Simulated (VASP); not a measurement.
# Te (R-3m) in VASP: single point with LDA

Aim: the single point of Te with LDA.

All numbers are computed with VASP 6.6.1; they aren't measurements. Logs are shortened: lines on timing, memory, paths and dates and some standing lists are left out, and cuts for length are marked.

**1. The cell of the first run**

It takes space group R-3m (No. 166, trigonal). The conventional cell has a = 4.612 Å, b = 4.612 Å, c = 5.073 Å, α = 90.00°, β = 90.00°, γ = 120.00°. Within 4.2 Å of Te (site symmetry -3m) lie 6 Te at 3.15 Å.

**2. Single point, LDA**

Input file INCAR:

```
SYSTEM = Te
  PREC = Accurate
  ENCUT = 520
  EDIFF = 1E-6
  ISMEAR = 0
  SIGMA = 0.15
  LREAL = .FALSE.
  LASPH = .TRUE.
  NELM = 80
  ALGO = Normal
  ISIF = 2
  LWAVE = .FALSE.
  LCHARG = .FALSE.
  GGA = CA
  NBANDS = 9
```

Input file KPOINTS:

```
regular mesh
0
G
  15 15 15
  0 0 0
```

Input file POSCAR:

```
Te
1.0
    2.3059043427      1.3313144930      1.6909537039
   -2.3059043427      1.3313144930      1.6909537039
    0.0000000000     -2.6626289859      1.6909537039
Te
1
Direct
    0.5000000000      0.5000000000      0.5000000000
```

Potentials or basis: VASP PAW LDA potentials, release 64 (Te).

Command:

```bash
> cat potpaw_LDA.64/Te/POTCAR > POTCAR
> mpirun -np 1 vasp_std > vasp.out
```

OUTCAR:

```text
SYSTEM = Te
   PREC = Accurate
   ENCUT = 520
   EDIFF = 1E-6
   ISMEAR = 0
   LREAL = .FALSE.
   LASPH = .TRUE.
   NELM = 80
   ISIF = 2
   GGA = CA

 ion  position               nearest neighbor table
   1  0.500  0.500  0.500-

  LATTYP: Found a trigonal (rhomboedric) cell.
 ALAT       =     3.1541904739
 COS(alpha) =    -0.0688991668

  Lattice vectors:

 A1 = (   2.3059043427,   1.3313144930,   1.6909537039)
 A2 = (  -2.3059043427,   1.3313144930,   1.6909537039)
 A3 = (   0.0000000000,  -2.6626289859,   1.6909537039)

Analysis of symmetry for initial positions (statically):
=====================================================================
 Subroutine PRICEL returns:
 Original cell was already a primitive cell.

 Routine SETGRP: Setting up the symmetry group for a
 trigonal (rhombohedral) supercell.

 Subroutine GETGRP returns: Found 12 space group operations
 (whereof 12 operations were pure point group operations)
 out of a pool of 12 trial point group operations.

The static configuration has the point symmetry D_3d.

Analysis of symmetry for dynamics (positions and initial velocities):
=====================================================================
 Subroutine PRICEL returns:
 Original cell was already a primitive cell.

 Routine SETGRP: Setting up the symmetry group for a
 trigonal (rhombohedral) supercell.

 Subroutine GETGRP returns: Found 12 space group operations
 (whereof 12 operations were pure point group operations)
 out of a pool of 12 trial point group operations.

The dynamic configuration has the point symmetry D_3d.

 Subroutine INISYM returns: Found 12 space group operations
 (whereof 12 operations are pure point group operations),
 and found     1 'primitive' translations

----------------------------------------------------------------------------------------

                                     Primitive cell

  volume of cell :      31.1462

  direct lattice vectors                    reciprocal lattice vectors
     2.305904343  1.331314493  1.690953704     0.216834667  0.125189553  0.197127415
    -2.305904343  1.331314493  1.690953704    -0.216834667  0.125189553  0.197127415
     0.000000000 -2.662628986  1.690953704     0.000000000 -0.250379107  0.197127415

  length of vectors
     3.154190474  3.154190474  3.154190474     0.318667405  0.318667405  0.318667405

  position of ions in fractional coordinates (direct lattice)
     0.500000000  0.500000000  0.500000000

  ion indices of the primitive-cell ions
   primitive index   ion index
                 1           1

----------------------------------------------------------------------------------------

 KPOINTS: regular mesh

Automatic generation of k-mesh.
 Grid dimensions read from file:
 generate k-points for:   15   15   15

 Generating k-lattice:

  Cartesian coordinates                     Fractional coordinates (reciprocal lattice)
     0.014455644  0.008345970  0.013141828     0.066666667 -0.000000000  0.000000000
    -0.014455644  0.008345970  0.013141828    -0.000000000  0.066666667  0.000000000
     0.000000000 -0.016691940  0.013141828     0.000000000  0.000000000  0.066666667

  Length of vectors
     0.021244494  0.021244494  0.021244494

  Shift w.r.t. Gamma in fractional coordinates (k-lattice)
     0.000000000  0.000000000  0.000000000

 Subroutine IBZKPT returns following result:
 ===========================================

 Found    344 irreducible k-points:

 Following reciprocal coordinates:
            Coordinates               Weight
  0.000000  0.000000  0.000000      1.000000
  0.066667 -0.000000 -0.000000      6.000000
  0.133333 -0.000000  0.000000      6.000000
  0.200000  0.000000 -0.000000      6.000000
  0.266667 -0.000000  0.000000      6.000000
  0.333333  0.000000  0.000000      6.000000
[... 16 lines left out ...]
  0.133333  0.133333  0.000000      6.000000
  0.200000  0.133333 -0.000000     12.000000
 [... further k-points ...]
   k-points           NKPTS =    344   k-points in BZ     NKDIM =    344   number of bands    NBANDS=      9
   number of dos      NEDOS =    301   number of ions     NIONS =      1
   total plane-waves  NPLWV =  13824
   dimension x,y,z NGX =    24 NGY =   24 NGZ =   24
   dimension x,y,z NGXF=    48 NGYF=   48 NGZF=   48
   ions per type =               1
   NGX,Y,Z   is equivalent  to a cutoff of  12.65, 12.65, 12.65 a.u.
   NGXF,Y,Z  is equivalent  to a cutoff of  25.30, 25.30, 25.30 a.u.
 SYSTEM =  Te
   PREC   = accura    normal or accurate (medium, high low for compatibility)
   ISTART =      0    job   : 0-new  1-cont  2-samecut
   ICHARG =      2    charge: 1-file 2-atom 10-const
   ISPIN  =      1    spin polarized calculation?
   LNONCOLLINEAR =      F non collinear calculations
   LSORBIT =      F    spin-orbit coupling
   LASPH  =      T    aspherical Exc in radial PAW
   ENCUT  =  520.0 eV  38.22 Ry    6.18 a.u.   5.86  5.86  5.86*2*pi/ulx,y,z
   NELM   =     80;   NELMIN=  2; NELMDL= -5     # of ELM steps
   EDIFF  = 0.1E-05   stopping-criterion for ELM
   LREAL  =      F    real-space projection
   EDIFFG = 0.1E-04   stopping-criterion for IOM
   NSW    =      0    number of steps for IOM
   IBRION =     -1    ionic relax: 0-MD 1-quasi-New 2-CG
   NFREE  =      0    steps in history (QN), initial steepest desc. (CG)
   ISIF   =      2    stress and relaxation
   ISYM   =      2    0-nonsym 1-usesym 2-fastsym
   POTIM  = 0.5000    time-step for ionic-motion
   TEBEG  =    0.0;   TEEND  =   0.0 temperature during run
   PSTRESS=    0.0 pullay stress
   NELECT =       6.0000    total number of electrons
   NUPDOWN=      -1.0000    fix difference up-down
   EMIN   =  10.00;   EMAX   =-10.00  energy-range for DOS
   EFERMI =   0.00;   METHOD = LEGACY
   ISMEAR =     0;   SIGMA  =   0.15  broadening in eV -4-tet -1-fermi 0-gaus
   EFERMI_NEDOS =   21; number of points for ismear=-14 and -15
   IALGO  =     38    algorithm
   IMIX   =      4    mixing-type and parameters
     AMIX     =   0.40;   BMIX     =  1.00
     AMIX_MAG =   1.60;   BMIX_MAG =  1.00
  volume/ion in A,a.u.               =      31.15       210.18
  Fermi-wavevector in a.u.,A,eV,Ry     =   0.945490  1.786717 12.162947  0.893951
  Thomas-Fermi vector in A             =   2.073397
   LORBIT       =      0    0 simple, 1 ext, 2 COOP (PROOUT), +10 PAW based schemes
   GGA     = CA    functional components
   LHFCALC =     F    Hartree Fock is set to
   AEXX    =    0.0000 exact exchange contribution
   IVDW    =     0    specifies the selected vdW correction
   LEPSILON=     F    determine dielectric tensor
   LRPA    =     F    only Hartree local field effects (RPA)
 non-spin polarized calculation
 Gauss-broadening in eV      SIGMA  =   0.15
  energy-cutoff  :      520.00
  volume of cell :       31.15
 maximum number of plane-waves:       858
   NGX = 11   NGY = 11   NGZ = 11

 number of electron       5.9999999 magnetization

 Free energy of the ion-electron system (eV)
  ---------------------------------------------------
  ext. energy  EPLUGINS =         0.00000000
  ---------------------------------------------------
  free energy    TOTEN  =        -3.79089835 eV

  energy without entropy =       -3.78565404  energy(sigma->0) =       -3.78827620

 E-fermi :   6.8780     XC(G=0):  -9.7085

 val. band max:        6.8648608533   @ k =  -0.2667   0.4000   0.2000
 cond. band min:       6.9027299343   @ k =  -0.4667   0.2667   0.2000
 fundamental gap:      0.0378690810
 Fermi energy:         6.8779961595

 k-point     1 :       0.0000    0.0000    0.0000
  band No.  band energies     occupation
      1      -7.0466      2.00000
      2       7.8916      0.00000
      3       8.3567      0.00000
      4       8.3567      0.00000
      5      13.0210      0.00000
      6      13.0210      0.00000
      7      13.5098      0.00000
      8      23.7440      0.00000
      9      23.8235      0.00000

 k-point     2 :       0.0667   -0.0000   -0.0000
  band No.  band energies     occupation
      1      -6.9909      2.00000
      2       7.4735      0.00000
      3       8.1594      0.00000
      4       8.4029      0.00000
      5      13.0729      0.00000
      6      13.3289      0.00000
      7      14.0251      0.00000
      8      22.4004      0.00000
      9      22.5017      0.00000

 k-point     3 :       0.1333   -0.0000    0.0000
  band No.  band energies     occupation
      1      -6.8264      2.00000
      2       6.1691      2.00000
      3       8.2415      0.00000
      4       8.5377      0.00000
      5      13.2263      0.00000
      6      13.5698      0.00000
      7      15.6126      0.00000
      8      21.1042      0.00000
      9      21.2143      0.00000

 k-point     4 :       0.2000    0.0000   -0.0000
  band No.  band energies     occupation
      1      -6.5615      2.00000
      2       4.7090      2.00000
      3       8.4416      0.00000
      4       8.7487      0.00000
      5      13.4721      0.00000
      6      13.8844      0.00000
      7      17.4511      0.00000
      8      20.0008      0.00000
      9      20.0487      0.00000
[... 205 lines left out ...]
 k-point    22 :      -0.0667    0.0667    0.0000
  band No.  band energies     occupation
      1      -6.9414      2.00000
      2       7.4571      0.00000
      3       7.8077      0.00000
      4       8.3431      0.00000
      5      13.2253      0.00000
      6      13.7535      0.00000
      7      14.1220      0.00000
      8      21.0646      0.00000
      9      22.3771      0.00000

 k-point    23 :       0.1333    0.1333    0.0000
  band No.  band energies     occupation
      1      -6.5828      2.00000
      2       6.1448      2.00000
      3       6.2915      2.00000
      4       8.5741      0.00000
      5      13.6598      0.00000
      6      15.9061      0.00000
      7      16.1027      0.00000
      8      20.8683      0.00000
      9      21.3931      0.00000

 k-point    24 :       0.2000    0.1333   -0.0000
  band No.  band energies     occupation
      1      -6.3080      2.00000
      2       4.7605      2.00000
      3       6.3915      2.00000
      4       8.7800      0.00000
      5      13.9528      0.00000
      6      16.2520      0.00000
      7      17.7506      0.00000
      8      19.6910      0.00000
      9      20.3746      0.00000

 [... further k-points ...]

------------------------ aborting loop because EDIFF is reached ----------------------------------------

  FORCE on cell =-STRESS in cart. coord.  units (eV):
  Direction    XX          YY          ZZ          XY          YZ          ZX
  --------------------------------------------------------------------------------------
  -------------------------------------------------------------------------------------
  Total       -0.2823750     -0.2823750     -0.1857330      0.0000000     -0.0000000      0.0000000
  in kB      -14.5255253    -14.5255253     -9.5542091      0.0000000     -0.0000000      0.0000000
  external PRESSURE =     -12.8684199 kB  Pullay stress =       0.0000000 kB

 VOLUME and BASIS-vectors are now :
 -----------------------------------------------------------------------------
  energy-cutoff  :      520.00
  volume of cell :       31.15
      direct lattice vectors                 reciprocal lattice vectors
     2.305904343  1.331314493  1.690953704     0.216834667  0.125189553  0.197127415
    -2.305904343  1.331314493  1.690953704    -0.216834667  0.125189553  0.197127415
     0.000000000 -2.662628986  1.690953704     0.000000000 -0.250379107  0.197127415

 POSITION                                       TOTAL-FORCE (eV/Angst)
 -----------------------------------------------------------------------------------
      0.00000      0.00000      2.53643         0.000000      0.000000      0.000000
 -----------------------------------------------------------------------------------
    total drift:                                0.000000      0.000000     -0.000000

  FREE ENERGIE OF THE ION-ELECTRON SYSTEM (eV)
  ---------------------------------------------------
  free  energy   TOTEN  =        -3.7908983547 eV

  energy  without entropy=       -3.7856540408  energy(sigma->0) =       -3.78827620
```

Run time: 22 s. Hardware: 1 thread of Intel Xeon 6975P-C, shared host; peak memory 0.2 GiB.

What came out:

```yaml
Free_energy: -3.7909 eV
Pressure: -1.3 GPa
Band_gap_on_the_k_mesh: zero (band 3 reaches 9.36 eV, above the bottom of band 4 at 4.47 eV)
```

Stress tensor (GPa, compression positive):
```
-1.45  0.00  0.00
 0.00 -1.45  0.00
 0.00  0.00 -0.96
```

Levels at points of the mesh, in eV from the Fermi level:
```csv
k point,band 1,band 2,band 3,band 4,band 5,band 6,band 7
"(0.00, 0.00, 0.00)",-13.92,1.01,1.48,1.48,6.14,6.14,6.63
```

Caveat: spin-orbit coupling is left out, which moves the levels of the heavy elements.
